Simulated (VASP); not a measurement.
# CuO in VASP: notebook

Aim: see how the results for CuO move with the level of theory and the settings. Levels: PBE, PBEsol, LDA, PBEsol+D3(BJ). Tasks: relaxation of cell and atoms, single point.

All numbers are computed with VASP 6.6.1; they aren't measurements. Logs are shortened: lines on timing, memory, paths and dates and some standing lists are left out, and cuts for length are marked.

## 1. The cell of the first run

Symmetry: P4/nmm, No. 129, tetragonal system. The conventional cell has a = 3.175 Å, b = 3.175 Å, c = 4.650 Å, α = 90.00°, β = 90.00°, γ = 90.00°. Within 2.7 Å of Cu (site symmetry -4m2) lie 4 O at 2.02 Å and 4 Cu at 2.25 Å. O (site symmetry 4mm) has 4 Cu at 2.02 Å within 2.7 Å.

## 2. Relaxation of cell and atoms, PBE

The input, INCAR:

```
PREC     = Accurate       # precision mode
ENCUT    = 600            # plane-wave cutoff, eV
EDIFF    = 1E-6           # SCF threshold, eV
ISMEAR   = -1             # smearing method
SIGMA    = 0.05           # smearing width, eV
LREAL    = False          # projectors in reciprocal space
LASPH    = True           # aspherical terms in the spheres
NELM     = 80             # most SCF steps
ALGO     = Normal         # electronic algorithm
ISIF     = 3              # what is computed and relaxed
LWAVE    = False          # write WAVECAR
LCHARG   = False          # write CHGCAR
GGA      = PE             # functional
IBRION   = 2              # ionic algorithm
NSW      = 80             # ionic steps
EDIFFG   = -0.01          # ionic threshold
```

The input, KPOINTS:

```
Automatic mesh
0
Gamma
  6 6 5
```

The input, POSCAR:

```
CuO
1.0
    3.1754955000      0.0000000000      0.0000000000
    0.0000000000      3.1754955000      0.0000000000
    0.0000000000      0.0000000000      4.6495318700
Cu O
2 2
Direct
    0.0000000000      0.0000000000      0.0000000000
    0.5000000000      0.5000000000      0.0000000000
    0.5000000000      0.0000000000      0.2670000000
    0.0000000000      0.5000000000      0.7330000000
```

Potentials or basis: VASP PAW PBE potentials, release 64 (Cu, O).

Started as:

```bash
$ cat potpaw_PBE.64/Cu/POTCAR potpaw_PBE.64/O/POTCAR > POTCAR
$ mpirun -np 1 vasp_std > vasp.out
```

OUTCAR:

```text
PREC = Accurate
   ENCUT = 600
   EDIFF = 1E-6
   ISMEAR = -1
   LREAL = False
   LASPH = True
   NELM = 80
   ISIF = 3
   GGA = PE
   IBRION = 2
   NSW = 80
   EDIFFG = -0.01

 ion  position               nearest neighbor table
   1  0.000  0.000  0.000-   3 2.02   4 2.02   4 2.02   3 2.02   2 2.25   2 2.25   2 2.25   2 2.25

   2  0.500  0.500  0.000-   3 2.02   4 2.02   3 2.02   4 2.02   1 2.25   1 2.25   1 2.25   1 2.25

   3  0.500  0.000  0.267-   1 2.02   2 2.02   2 2.02   1 2.02
   4  0.000  0.500  0.733-   1 2.02   2 2.02   1 2.02   2 2.02

  LATTYP: Found a simple tetragonal cell.
 ALAT       =     3.1754955000
 C/A-ratio  =     1.4641909806

  Lattice vectors:

 A1 = (   3.1754955000,   0.0000000000,   0.0000000000)
 A2 = (   0.0000000000,   3.1754955000,   0.0000000000)
 A3 = (   0.0000000000,   0.0000000000,   4.6495318700)

Analysis of symmetry for initial positions (statically):
=====================================================================
 Subroutine PRICEL returns:
 Original cell was already a primitive cell.

 Routine SETGRP: Setting up the symmetry group for a
 simple tetragonal supercell.

 Subroutine GETGRP returns: Found 16 space group operations
 (whereof  8 operations were pure point group operations)
 out of a pool of 16 trial point group operations.

The static configuration has the point symmetry D_2d.
 The point group associated with its full space group is D_4h.

Analysis of symmetry for dynamics (positions and initial velocities):
=====================================================================
 Subroutine PRICEL returns:
 Original cell was already a primitive cell.

 Routine SETGRP: Setting up the symmetry group for a
 simple tetragonal supercell.

 Subroutine GETGRP returns: Found 16 space group operations
 (whereof  8 operations were pure point group operations)
 out of a pool of 16 trial point group operations.

The dynamic configuration has the point symmetry D_2d.
 The point group associated with its full space group is D_4h.

 Subroutine INISYM returns: Found 16 space group operations
 (whereof  8 operations are pure point group operations),
 and found     1 'primitive' translations

----------------------------------------------------------------------------------------

                                     Primitive cell

  volume of cell :      46.8848

[... 84 lines left out ...]
   ISTART =      0    job   : 0-new  1-cont  2-samecut
   ICHARG =      2    charge: 1-file 2-atom 10-const
   ISPIN  =      1    spin polarized calculation?
   LNONCOLLINEAR =      F non collinear calculations
   LSORBIT =      F    spin-orbit coupling
   LASPH  =      T    aspherical Exc in radial PAW
   ENCUT  =  600.0 eV  44.10 Ry    6.64 a.u.   6.34  6.34  9.29*2*pi/ulx,y,z
   NELM   =     80;   NELMIN=  2; NELMDL= -5     # of ELM steps
   EDIFF  = 0.1E-05   stopping-criterion for ELM
   LREAL  =      F    real-space projection
   EDIFFG = -.1E-01   stopping-criterion for IOM
   NSW    =     80    number of steps for IOM
   IBRION =      2    ionic relax: 0-MD 1-quasi-New 2-CG
   NFREE  =      1    steps in history (QN), initial steepest desc. (CG)
   ISIF   =      3    stress and relaxation
   ISYM   =      2    0-nonsym 1-usesym 2-fastsym
   POTIM  = 0.5000    time-step for ionic-motion
   TEBEG  =    0.0;   TEEND  =   0.0 temperature during run
   PSTRESS=    0.0 pullay stress
   NELECT =      34.0000    total number of electrons
   NUPDOWN=      -1.0000    fix difference up-down
   EMIN   =  10.00;   EMAX   =-10.00  energy-range for DOS
   EFERMI =   0.00;   METHOD = LEGACY
   ISMEAR =    -1;   SIGMA  =   0.05  broadening in eV -4-tet -1-fermi 0-gaus
   EFERMI_NEDOS =   21; number of points for ismear=-14 and -15
   IALGO  =     38    algorithm
   IMIX   =      4    mixing-type and parameters
     AMIX     =   0.40;   BMIX     =  1.00
     AMIX_MAG =   1.60;   BMIX_MAG =  1.00
  volume/ion in A,a.u.               =      11.72        79.10
  Fermi-wavevector in a.u.,A,eV,Ry     =   1.470812  2.779431 29.433305  2.163287
  Thomas-Fermi vector in A             =   2.586023
   LORBIT       =      0    0 simple, 1 ext, 2 COOP (PROOUT), +10 PAW based schemes
   GGA     = PE    functional components
   LHFCALC =     F    Hartree Fock is set to
   AEXX    =    0.0000 exact exchange contribution
   IVDW    =     0    specifies the selected vdW correction
   LEPSILON=     F    determine dielectric tensor
   LRPA    =     F    only Hartree local field effects (RPA)
 conjugate gradient relaxation of ions
 non-spin polarized calculation
  energy-cutoff  :      600.00
  volume of cell :       46.88
 maximum number of plane-waves:      1586
 NGX is ok and might be reduce to    28
   NGX = 13   NGY = 13   NGZ = 19

--------------------------------------- Ionic step        1  -------------------------------------------

 number of electron      34.0000000 magnetization

 Free energy of the ion-electron system (eV)
  ---------------------------------------------------
  ext. energy  EPLUGINS =         0.00000000
  ---------------------------------------------------
  free energy    TOTEN  =       -16.13563313 eV

  energy without entropy =      -16.07709110  energy(sigma->0) =      -16.10636212

------------------------ aborting loop because EDIFF is reached ----------------------------------------

  FORCE on cell =-STRESS in cart. coord.  units (eV):
  Direction    XX          YY          ZZ          XY          YZ          ZX
  --------------------------------------------------------------------------------------
  -------------------------------------------------------------------------------------
  Total        8.7692830      8.7692830     -2.3161997      0.0000000      0.0000000      0.0000000
  in kB      299.6694275    299.6694275    -79.1506261      0.0000000      0.0000000      0.0000000
  external PRESSURE =     173.3960763 kB  Pullay stress =       0.0000000 kB
[... 1266 lines left out ...]
     20       8.0609      0.00000
     21      11.8295      0.00000

 [... further k-points ...]

[... ionic steps 4 to 73 ...]

--------------------------------------- Ionic step       74  -------------------------------------------

 number of electron      34.0000001 magnetization

------------------------ aborting loop because EDIFF is reached ----------------------------------------
[... 71 lines left out ...]
--------------------------------------- Ionic step       76  -------------------------------------------

 number of electron      33.9999999 magnetization

 Free energy of the ion-electron system (eV)
  ---------------------------------------------------
  ext. energy  EPLUGINS =         0.00000000
  ---------------------------------------------------
  free energy    TOTEN  =       -18.96172873 eV

  energy without entropy =      -18.93622194  energy(sigma->0) =      -18.94897533

 E-fermi :   2.1768     XC(G=0):  -9.5835

 val. band max:        2.1759810049   @ k =   0.3333   0.1667   0.4000
 cond. band min:       2.2370050755   @ k =   0.3333   0.1667   0.0000
 fundamental gap:      0.0610240706
 Fermi energy:         2.1768204288
[... 607 lines left out ...]
  FREE ENERGIE OF THE ION-ELECTRON SYSTEM (eV)
  ---------------------------------------------------
  free  energy   TOTEN  =       -18.9617287255 eV

  energy  without entropy=      -18.9362219357  energy(sigma->0) =      -18.94897533

 reached required accuracy - stopping structural energy minimisation
```

Wall time 32 min (1 thread of Intel Xeon Platinum 8175M at 2.50GHz (Skylake/Cascade Lake), shared host); peak memory 0.21 GiB.

What came out:

```yaml
Free_energy: -18.9617 eV
Relaxed_volume: 14.19 Å³/atom
Relaxed_cell: a = 3.882 Å, b = 3.882 Å, c = 3.768 Å, α = 90.00°, β = 90.00°, γ = 90.00°
Space_group_after_relaxing_to_0.1_Å: P4/nmm (No. 129)
Energy_gained_by_relaxing: 706.5 meV/atom
Ionic_steps: 76
Pressure_after_relaxing: 0.0 GPa
Largest_force_after_relaxing: 0.008 eV/Å
Band_gap_on_the_k_mesh: zero (bands 17 and 18 overlap by 3.11 eV)
```

Forces in eV/Å, atoms in the order of the input:
```
Cu   0.000  0.000  0.000
Cu   0.000  0.000  0.000
O    0.000  0.000  0.008
O    0.000  0.000 -0.008
```

The path:
| step | energy change (eV) | largest force (eV/Å) | pressure (GPa) | volume (Å³) |
| --- | --- | --- | --- | --- |
| 1 | 0.0000 | 0.8114 | 17.34 | 46.88 |
| 3 | -0.9036 | 2.0908 | -7.79 | 56.13 |
| 5 | -2.1351 | 0.9382 | -1.54 | 51.21 |
| 7 | -2.3299 | 1.0683 | -6.25 | 47.76 |
| 9 | -2.3696 | 0.9932 | -7.18 | 46.48 |
| 11 | -2.4904 | 0.7249 | 3.25 | 44.28 |
| 13 | -2.7443 | 0.1725 | 1.04 | 47.61 |
| 15 | -2.8117 | 0.0169 | 0.65 | 51.79 |
| 17 | -2.8126 | 0.0218 | 0.48 | 51.98 |
| 19 | -2.8167 | 0.0579 | -0.58 | 53.66 |
| 21 | -2.8182 | 0.0595 | 0.16 | 53.99 |
| 23 | -2.8182 | 0.0593 | 0.38 | 54.03 |
| 25 | -2.8190 | 0.0646 | 0.11 | 54.56 |
| 27 | -2.8187 | 0.0887 | -0.38 | 56.96 |
| 29 | -2.8195 | 0.0757 | -0.11 | 55.63 |
| 31 | -2.8204 | 0.0581 | 0.66 | 55.95 |
| 33 | -2.8209 | 0.0548 | 0.62 | 56.15 |
| 35 | -2.8228 | 0.0435 | 0.33 | 57.08 |
| 37 | -2.8230 | 0.0136 | -0.70 | 60.82 |
| 39 | -2.8243 | 0.0251 | 0.01 | 58.71 |
| 41 | -2.8244 | 0.0254 | -0.09 | 58.66 |
| 43 | -2.8244 | 0.0273 | -0.20 | 58.61 |
| 45 | -2.8245 | 0.0261 | -0.11 | 58.46 |
| 47 | -2.8249 | 0.0209 | 0.26 | 57.78 |
| 49 | -2.8249 | 0.0202 | 0.36 | 57.64 |
| 51 | -2.8251 | 0.0204 | 0.09 | 57.65 |
| 53 | -2.8251 | 0.0236 | -0.15 | 57.66 |
| 55 | -2.8251 | 0.0207 | 0.06 | 57.66 |
| 57 | -2.8251 | 0.0220 | -0.09 | 57.65 |
| 59 | -2.8253 | 0.0215 | -0.11 | 57.55 |
| 61 | -2.8253 | 0.0207 | -0.17 | 57.46 |
| 63 | -2.8255 | 0.0156 | 0.20 | 57.22 |
| 65 | -2.8255 | 0.0158 | 0.14 | 57.27 |
| 67 | -2.8255 | 0.0162 | 0.05 | 57.27 |
| 69 | -2.8255 | 0.0172 | -0.11 | 57.31 |
| 71 | -2.8256 | 0.0152 | -0.12 | 57.27 |
| 73 | -2.8258 | 0.0142 | -0.08 | 57.09 |
| 75 | -2.8260 | 0.0062 | 0.28 | 56.67 |
| 76 | -2.8261 | 0.0082 | 0.04 | 56.78 |

Final structure:
```yaml
crystal:
  lattice:
    - [3.88185, 0.00000, 0.00000]
    - [0.00000, 3.88185, 0.00000]
    - [0.00000, 0.00000, 3.76793]
  atoms:
    - { symbol: Cu, position: [0.00000, 0.00000, 0.00000] }
    - { symbol: Cu, position: [0.50000, 0.50000, 0.00000] }
    - { symbol: O, position: [0.50000, 0.00000, 0.97965] }
    - { symbol: O, position: [0.00000, 0.50000, 0.02035] }
```

Caveat: the volume moved by over 15 % at a fixed basis, so the end points are rough; semilocal functionals often make such compounds metallic where correlation or magnetic order opens a gap, which also shifts bond lengths. With open d or f shells a metallic result of PBE can be an artefact of self-interaction; +U or a hybrid may open a gap.

(Continued in part 2 of 3.)
